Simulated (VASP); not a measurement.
# Ga (I4/mmm) in VASP: further runs

The runs below take Ga through electric field gradients, with PBE.

Program: VASP 6.6.1. These are calculated values, not measurements. Logs are shortened: lines on timing, memory, paths and dates and some standing lists are left out, and cuts for length are marked.

**1. The cell of the first run**

It takes space group I4/mmm (No. 139, tetragonal). Conventional cell: a = 2.892 Å, b = 2.892 Å, c = 4.458 Å, α = 90.00°, β = 90.00°, γ = 90.00°. Within 3.8 Å of Ga (site symmetry 4/mmm) lie 12 Ga at 2.89 to 3.03 Å.

**2. Electric field gradients, PBE (equal xx and yy strain of +3 %)**

File INCAR:

```
ALGO = Normal ; EDIFF = 1E-8
ENCUT = 520 ; GGA = PE
ISIF = 2 ; ISMEAR = -1
ISYM = 0 ; LASPH = T
LCHARG = F ; LEFG = T
LREAL = F ; LWAVE = F
NBANDS = 12 ; NELM = 80
PREC = Accurate ; SIGMA = 0.05
```

File KPOINTS:

```
k-points
0
Gamma
  14 14 16
```

File POSCAR:

```
Ga
1.0
   -1.4461200000      1.4461200000      2.2290000000
    1.4461200000     -1.4461200000      2.2290000000
    1.4461200000      1.4461200000     -2.2290000000
Ga
1
Direct
    0.0000000000      0.0000000000      0.0000000000
```

Potentials or basis: VASP PAW PBE potentials, release 64 (Ga_d).

On the command line:

```bash
$ cat potpaw_PBE.64/Ga_d/POTCAR > POTCAR
$ mpirun -np 1 vasp_std > vasp.out
```

OUTCAR:

```text
EDIFF = 1E-8
   ENCUT = 520
   GGA = PE
   ISIF = 2
   ISMEAR = -1
   ISYM = 0
   LASPH = T
   LREAL = F
   NELM = 80
   PREC = Accurate

 ion  position               nearest neighbor table
   1  0.000  0.000  0.000-

IMPORTANT INFORMATION: All symmetrisations will be switched off!
NOSYMM: (Re-)initialisation of all symmetry stuff for point group C_1.

----------------------------------------------------------------------------------------

                                     Primitive cell

  volume of cell :      18.6457

  direct lattice vectors                    reciprocal lattice vectors
    -1.446120000  1.446120000  2.229000000     0.000000000  0.345752773  0.224315837
     1.446120000 -1.446120000  2.229000000     0.345752773  0.000000000  0.224315837
     1.446120000  1.446120000 -2.229000000     0.345752773  0.345752773  0.000000000

  length of vectors
     3.025056546  3.025056546  3.025056546     0.412143876  0.412143876  0.488968261

  position of ions in fractional coordinates (direct lattice)
     0.000000000  0.000000000  0.000000000

  ion indices of the primitive-cell ions
   primitive index   ion index
                 1           1

----------------------------------------------------------------------------------------

 KPOINTS: k-points

Automatic generation of k-mesh.
 Grid dimensions read from file:
 generate k-points for:   14   14   16

 Generating k-lattice:

  Cartesian coordinates                     Fractional coordinates (reciprocal lattice)
     0.000000000  0.024696627  0.016022560     0.071428571  0.000000000 -0.000000000
     0.024696627  0.000000000  0.016022560     0.000000000  0.071428571 -0.000000000
     0.021609548  0.021609548  0.000000000     0.000000000  0.000000000  0.062500000

  Length of vectors
     0.029438848  0.029438848  0.030560516

  Shift w.r.t. Gamma in fractional coordinates (k-lattice)
     0.000000000  0.000000000  0.000000000

 -----------------------------------------------------------------------------
|                                                                             |
|           W    W    AA    RRRRR   N    N  II  N    N   GGGG   !!!           |
|           W    W   A  A   R    R  NN   N  II  NN   N  G    G  !!!           |
|           W    W  A    A  R    R  N N  N  II  N N  N  G       !!!           |
|           W WW W  AAAAAA  RRRRR   N  N N  II  N  N N  G  GGG   !            |
|           WW  WW  A    A  R   R   N   NN  II  N   NN  G    G                |
|           W    W  A    A  R    R  N    N  II  N    N   GGGG   !!!           |
|                                                                             |
|     Your reciprocal lattice and k-lattice belong to different lattice       |
|     classes:                                                                |
|                                                                             |
|        The reciprocal lattice is body-centered tetragonal,                  |
|        whereas your k-lattice is base-centered monoclinic.                  |
|                                                                             |
|     Results are often still useful ...                                      |
|                                                                             |
 -----------------------------------------------------------------------------

 WARNING: IBZKPT: internal override: KBLOWUP is changed to .FALSE.
      ... skipping the blow-up phase ...

 Subroutine IBZKPT returns following result:
 ===========================================

 Found   1572 irreducible k-points:

 Following reciprocal coordinates:
            Coordinates               Weight
  0.000000  0.000000  0.000000      1.000000
  0.071429  0.000000 -0.000000      2.000000
  0.142857 -0.000000  0.000000      2.000000
  0.214286 -0.000000 -0.000000      2.000000
  0.285714  0.000000 -0.000000      2.000000
  0.357143 -0.000000  0.000000      2.000000
[... 16 lines left out ...]
 -0.000000  0.142857  0.000000      2.000000
  0.071429  0.142857  0.000000      2.000000
 [... further k-points ...]
   k-points           NKPTS =   1572   k-points in BZ     NKDIM =   1572   number of bands    NBANDS=     12
   number of dos      NEDOS =    301   number of ions     NIONS =      1
   total plane-waves  NPLWV =  13824
   dimension x,y,z NGX =    24 NGY =   24 NGZ =   24
   dimension x,y,z NGXF=    48 NGYF=   48 NGZF=   48
   ions per type =               1
   NGX,Y,Z   is equivalent  to a cutoff of  13.19, 13.19, 13.19 a.u.
   NGXF,Y,Z  is equivalent  to a cutoff of  26.38, 26.38, 26.38 a.u.
 SYSTEM =  unknown system
   PREC   = accura    normal or accurate (medium, high low for compatibility)
   ISTART =      0    job   : 0-new  1-cont  2-samecut
   ICHARG =      2    charge: 1-file 2-atom 10-const
   ISPIN  =      1    spin polarized calculation?
   LNONCOLLINEAR =      F non collinear calculations
   LSORBIT =      F    spin-orbit coupling
   LASPH  =      T    aspherical Exc in radial PAW
   ENCUT  =  520.0 eV  38.22 Ry    6.18 a.u.   5.62  5.62  5.62*2*pi/ulx,y,z
   NELM   =     80;   NELMIN=  2; NELMDL= -5     # of ELM steps
   EDIFF  = 0.1E-07   stopping-criterion for ELM
   LREAL  =      F    real-space projection
   EDIFFG = 0.1E-06   stopping-criterion for IOM
   NSW    =      0    number of steps for IOM
   IBRION =     -1    ionic relax: 0-MD 1-quasi-New 2-CG
   NFREE  =      0    steps in history (QN), initial steepest desc. (CG)
   ISIF   =      2    stress and relaxation
   ISYM   =      0    0-nonsym 1-usesym 2-fastsym
   POTIM  = 0.5000    time-step for ionic-motion
   TEBEG  =    0.0;   TEEND  =   0.0 temperature during run
   PSTRESS=    0.0 pullay stress
   NELECT =      13.0000    total number of electrons
   NUPDOWN=      -1.0000    fix difference up-down
   EMIN   =  10.00;   EMAX   =-10.00  energy-range for DOS
   EFERMI =   0.00;   METHOD = LEGACY
   ISMEAR =    -1;   SIGMA  =   0.05  broadening in eV -4-tet -1-fermi 0-gaus
   EFERMI_NEDOS =   21; number of points for ismear=-14 and -15
   IALGO  =     38    algorithm
   IMIX   =      4    mixing-type and parameters
     AMIX     =   0.40;   BMIX     =  1.00
     AMIX_MAG =   1.60;   BMIX_MAG =  1.00
  volume/ion in A,a.u.               =      18.65       125.83
  Fermi-wavevector in a.u.,A,eV,Ry     =   1.451654  2.743228 28.671538  2.107299
  Thomas-Fermi vector in A             =   2.569126
   LORBIT       =      0    0 simple, 1 ext, 2 COOP (PROOUT), +10 PAW based schemes
   GGA     = PE    functional components
   LHFCALC =     F    Hartree Fock is set to
   AEXX    =    0.0000 exact exchange contribution
   IVDW    =     0    specifies the selected vdW correction
   LEPSILON=     F    determine dielectric tensor
   LRPA    =     F    only Hartree local field effects (RPA)
 non-spin polarized calculation
  energy-cutoff  :      520.00
  volume of cell :       18.65
 maximum number of plane-waves:       519
   NGX = 11   NGY = 11   NGZ = 11

 number of electron      13.0000007 magnetization

 Free energy of the ion-electron system (eV)
  ---------------------------------------------------
  ext. energy  EPLUGINS =         0.00000000
  ---------------------------------------------------
  free energy    TOTEN  =        -2.88948537 eV

  energy without entropy =       -2.88634227  energy(sigma->0) =       -2.88791382

 E-fermi :   5.7019     XC(G=0): -11.0786

 val. band max:        5.6977318839   @ k =   0.4286  -0.4286   0.1875
 cond. band min:       5.7080967267   @ k =  -0.2857   0.3571   0.3125
 fundamental gap:      0.0103648428
 Fermi energy:         5.7018759879

 k-point     1 :       0.0000    0.0000    0.0000
  band No.  band energies     occupation
      1      -9.3028      2.00000
      2      -9.2214      2.00000
      3      -9.2210      2.00000
      4      -9.1736      2.00000
      5      -9.0821      2.00000
      6      -5.4681      2.00000
      7      18.0048      0.00000
      8      18.0052      0.00000
      9      18.0762      0.00000
     10      21.6214      0.00000
     11      21.6699      0.00000
     12      22.1003      0.00000
[... 331 lines left out ...]
 k-point    24 :       0.0714    0.1429    0.0000
  band No.  band energies     occupation
      1      -9.2863      2.00000
      2      -9.2212      2.00000
      3      -9.1978      2.00000
      4      -9.1619      2.00000
      5      -9.0871      2.00000
      6      -4.6424      2.00000
      7      12.8397      0.00000
      8      15.1060      0.00000
      9      17.5108      0.00000
     10      20.6325      0.00000
     11      21.3224      0.00000
     12      23.1027      0.00000

 [... further k-points ...]

------------------------ aborting loop because EDIFF is reached ----------------------------------------

  FORCE on cell =-STRESS in cart. coord.  units (eV):
  Direction    XX          YY          ZZ          XY          YZ          ZX
  --------------------------------------------------------------------------------------
  -------------------------------------------------------------------------------------
  Total        0.0932437      0.0932438      0.0995734     -0.0026453      0.0238720      0.0238720
  in kB        8.0121897      8.0121970      8.5560844     -0.2273001      2.0512613      2.0512615
  external PRESSURE =       8.1934904 kB  Pullay stress =       0.0000000 kB

 VOLUME and BASIS-vectors are now :
 -----------------------------------------------------------------------------
  energy-cutoff  :      520.00
  volume of cell :       18.65
      direct lattice vectors                 reciprocal lattice vectors
    -1.446120000  1.446120000  2.229000000     0.000000000  0.345752773  0.224315837
     1.446120000 -1.446120000  2.229000000     0.345752773  0.000000000  0.224315837
     1.446120000  1.446120000 -2.229000000     0.345752773  0.345752773  0.000000000

 POSITION                                       TOTAL-FORCE (eV/Angst)
 -----------------------------------------------------------------------------------
      0.00000      0.00000      0.00000        -0.000000      0.000000      0.000000
 -----------------------------------------------------------------------------------
    total drift:                               -0.000000      0.000000      0.000000

  FREE ENERGIE OF THE ION-ELECTRON SYSTEM (eV)
  ---------------------------------------------------
  free  energy   TOTEN  =        -2.8894853658 eV

  energy  without entropy=       -2.8863422660  energy(sigma->0) =       -2.88791382

 Electric field gradients (V/A^2)
---------------------------------------------------------------------
 ion       V_xx      V_yy      V_zz      V_xy      V_xz      V_yz
---------------------------------------------------------------------
   1      -7.500    -7.500    15.001    -0.304     0.143     0.143
---------------------------------------------------------------------

 Electric field gradients after diagonalization (V/A^2)
 (convention: |V_zz| > |V_xx| > |V_yy|)
----------------------------------------------------------------------
 ion       V_xx      V_yy      V_zz     asymmetry (V_yy - V_xx)/ V_zz
----------------------------------------------------------------------
   1      -7.807    -7.196    15.002       0.041
----------------------------------------------------------------------

           NMR quadrupolar parameters

 Cq : quadrupolar parameter    Cq=e*Q*V_zz/h
 eta: asymmetry parameters     (V_yy - V_xx)/ V_zz
 Q  : nuclear electric quadrupole moment in mb (millibarn)
----------------------------------------------------------------------
 ion       Cq(MHz)       eta       Q (mb)
----------------------------------------------------------------------
   1       0.036       0.041       1.000
----------------------------------------------------------------------
```

Wall time 6.5 min (1 thread of Oxide Virtual Turin-like, shared host); peak memory 0.4 GiB.

Results:

```yaml
Free_energy: -2.8895 eV
Pressure: 0.8 GPa
Band_gap_on_the_k_mesh: zero (an odd number of electrons rules out a gap without spin polarisation)
Largest_electric_field_gradient_by_atom: Ga +15.0 V/Å²
```

Stress tensor (GPa, compression positive):
```
 0.80 -0.02  0.21
-0.02  0.80  0.21
 0.21  0.21  0.86
```

Electric field gradients, principal values (V/Å²):
```
atom   least  middle  greatest (by size)
1 Ga  -7.196  -7.807              15.002
```

Caveat: the cell differs from its parent crystal (equal xx and yy strain of +3 %); without QUAD_EFG the Cq values of the log hold for a quadrupole moment of 1 mb, not for the nuclei.

**3. Electric field gradients, PBE (16.70 Å³/atom)**

This run uses another cell than the first one, of 16.70 Å³/atom.

File INCAR:

```
SYSTEM = Ga
PREC = Accurate ; ENCUT = 520
EDIFF = 1E-8 ; ISMEAR = -1
SIGMA = 0.05 ; LREAL = .False.
LASPH = .True. ; NELM = 80
ALGO = Normal ; ISIF = 2
LWAVE = .False. ; LCHARG = .False.
GGA = PE ; LEFG = .True.
ISYM = 0 ; NBANDS = 12
```

File KPOINTS:

```
regular mesh
0
Gamma
  14 14 16
  0 0 0
```

File POSCAR:

```
Ga
1.0
   -1.3801987918      1.3801987918      2.1912130391
    1.3801987918     -1.3801987918      2.1912130391
    1.3801987918      1.3801987918     -2.1912130391
Ga
1
Direct
    0.0000000000      0.0000000000      0.0000000000
```

Potentials or basis: VASP PAW PBE potentials, release 64 (Ga_d).

On the command line:

```bash
$ cat potpaw_PBE.64/Ga_d/POTCAR > POTCAR
$ mpirun -np 1 vasp_std > vasp.out
```

OUTCAR:

```text
SYSTEM = Ga
   PREC = Accurate
   ENCUT = 520
   EDIFF = 1E-8
   ISMEAR = -1
   LREAL = .False.
   LASPH = .True.
   NELM = 80
   ISIF = 2
   GGA = PE
   ISYM = 0

 ion  position               nearest neighbor table
   1  0.000  0.000  0.000-

IMPORTANT INFORMATION: All symmetrisations will be switched off!
NOSYMM: (Re-)initialisation of all symmetry stuff for point group C_1.

----------------------------------------------------------------------------------------
[... 553 lines left out ...]
    total drift:                               -0.000000     -0.000000     -0.000000

  FREE ENERGIE OF THE ION-ELECTRON SYSTEM (eV)
  ---------------------------------------------------
  free  energy   TOTEN  =        -2.8374990907 eV

  energy  without entropy=       -2.8347406918  energy(sigma->0) =       -2.83611989

 Electric field gradients (V/A^2)
---------------------------------------------------------------------
 ion       V_xx      V_yy      V_zz      V_xy      V_xz      V_yz
---------------------------------------------------------------------
   1     -10.697   -10.697    21.394    -1.030    -0.096    -0.096
---------------------------------------------------------------------

 Electric field gradients after diagonalization (V/A^2)
 (convention: |V_zz| > |V_xx| > |V_yy|)
----------------------------------------------------------------------
 ion       V_xx      V_yy      V_zz     asymmetry (V_yy - V_xx)/ V_zz
----------------------------------------------------------------------
   1     -11.727    -9.667    21.394       0.096
----------------------------------------------------------------------

           NMR quadrupolar parameters

 Cq : quadrupolar parameter    Cq=e*Q*V_zz/h
 eta: asymmetry parameters     (V_yy - V_xx)/ V_zz
 Q  : nuclear electric quadrupole moment in mb (millibarn)
----------------------------------------------------------------------
 ion       Cq(MHz)       eta       Q (mb)
----------------------------------------------------------------------
   1       0.052       0.096       1.000
----------------------------------------------------------------------
```

OSZICAR:

```text
N       E                     dE             d eps       ncg     rms          rms(c)
DAV:   1     0.428006058277E+02    0.42801E+02   -0.66617E+03 41472   0.196E+03
DAV:   2    -0.909739082555E+00   -0.43710E+02   -0.41960E+02 39820   0.262E+02
DAV:   3    -0.285650254226E+01   -0.19468E+01   -0.19421E+01 43296   0.445E+01
DAV:   4    -0.287127429642E+01   -0.14772E-01   -0.14770E-01 43016   0.407E+00
DAV:   5    -0.287142564055E+01   -0.15134E-03   -0.15134E-03 44708   0.397E-01    0.987E-01
DAV:   6    -0.284461507948E+01    0.26811E-01   -0.41630E-02 47060   0.442E+00    0.492E-01
DAV:   7    -0.283823368200E+01    0.63814E-02   -0.77834E-03 52244   0.162E+00    0.129E-01
DAV:   8    -0.283749553315E+01    0.73815E-03   -0.74296E-04 45360   0.508E-01    0.914E-03
DAV:   9    -0.283749878083E+01   -0.32477E-05   -0.74117E-06 51132   0.409E-02    0.341E-03
DAV:  10    -0.283749921059E+01   -0.42976E-06   -0.25716E-07 44012   0.815E-03    0.335E-04
DAV:  11    -0.283749913227E+01    0.78321E-07   -0.58830E-09 31684   0.133E-03    0.121E-04
DAV:  12    -0.283749908862E+01    0.43646E-07   -0.11660E-09 25592   0.479E-04    0.826E-06
DAV:  13    -0.283749909068E+01   -0.20614E-08   -0.22254E-10 22008   0.171E-04
   1 F= -.28374991E+01 E0= -.28361199E+01  d E =-.275840E-02
```

It took 6.2 min on 1 thread of Oxide Virtual Turin-like, shared host; peak memory 0.37 GiB.

What came out:

```
Free energy                             : -2.8375 eV
Pressure                                : 8.4 GPa
Band gap on the k mesh                  : zero (an odd number of electrons rules out a gap without spin polarisation)
Largest electric field gradient by atom : Ga +21.4 V/Å²
```

Stress tensor (GPa, compression positive):
```
8.71 0.22 0.11
0.22 8.71 0.11
0.11 0.11 7.90
```

Electric field gradients, principal values (V/Å²):
```
atom   least   middle  greatest (by size)
1 Ga  -9.667  -11.727              21.394
```

Caveat: the cell stands under pressure; without QUAD_EFG the Cq values of the log hold for a quadrupole moment of 1 mb, not for the nuclei.

(Part 1 of 2 ends here.)

The gap in the log of VASP goes by the Fermi energy; the results here count the filled bands.